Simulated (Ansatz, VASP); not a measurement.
# One calculation of HfC, two programs

```
Hf C
1.0
     0.00000    2.32500    2.32500
     2.32500    0.00000    2.32500
     2.32500    2.32500    0.00000
Hf C
1 1
Direct
  0.50000 0.50000 0.50000
  0.00000 0.00000 0.00000
```

Alike in both runs: task electric field gradients; functional r2SCAN; k mesh 15 × 15 × 15; occupations fermi-dirac, width 0.05 eV; no spin polarisation.

|  | VASP | Ansatz |
| --- | --- | --- |
| version | VASP 6.6.1 | Ansatz 0.2.0 |
| potentials or method | VASP PAW PBE potentials, release 64 (Hf_pv, C) | PAW with Ansatz's default frozen-core files, scalar-relativistic |
| plane-wave cutoff (eV) | 520 | 500 |
| valence electrons in the cell | 14 | 30 |

```tsv
	VASP	Ansatz	Ansatz less VASP
pressure (GPa)	-2.5	-1.5	+1.09
```

VASP's potentials were made for PBE, not for r2SCAN. With one functional, cell and mesh, what is left measures potentials, basis and numerics. VASP's potentials hold 14 valence electrons a cell and Ansatz's 30, so a difference there can come from the potentials and not from the codes.

Neither program's run includes spin-orbit coupling.
